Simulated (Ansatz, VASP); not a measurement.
Re: VASP beside Ansatz

```
CELL_PARAMETERS angstrom
0.00000 1.94314 2.04030
1.94314 0.00000 2.04030
1.94314 1.94314 0.00000
ATOMIC_POSITIONS crystal
Re 0.00000 0.00000 0.00000
```

Alike in both runs: task single point; functional PBEsol; k mesh 22 × 22 × 22; occupations gaussian, width 0.15 eV; no spin polarisation.

|  | VASP | Ansatz |
| --- | --- | --- |
| version | VASP 6.6.1 | Ansatz 0.2.0 |
| potentials or method | VASP PAW PBE potentials, release 64 (Re), cutoff 520 eV | scalar-relativistic, plane waves, PAW |
| valence electrons in the cell | 7 | 15 |

```tsv
	VASP	Ansatz	Ansatz less VASP
gap on the k mesh at the Fermi level (eV)	none	none	-
pressure (GPa)	-18.6	-18.1	+0.49
traceless stress, the component that is largest in VASP (GPa)	-9.30	-9.37	-0.075
```

VASP's potentials were made for PBE, not for PBEsol. A gap of «none» marks a metal or a gap that the smearing closes. VASP's potentials hold 7 valence electrons a cell and Ansatz's 15, so a difference there can come from the potentials and not from the codes.

Spin-orbit coupling is off throughout.
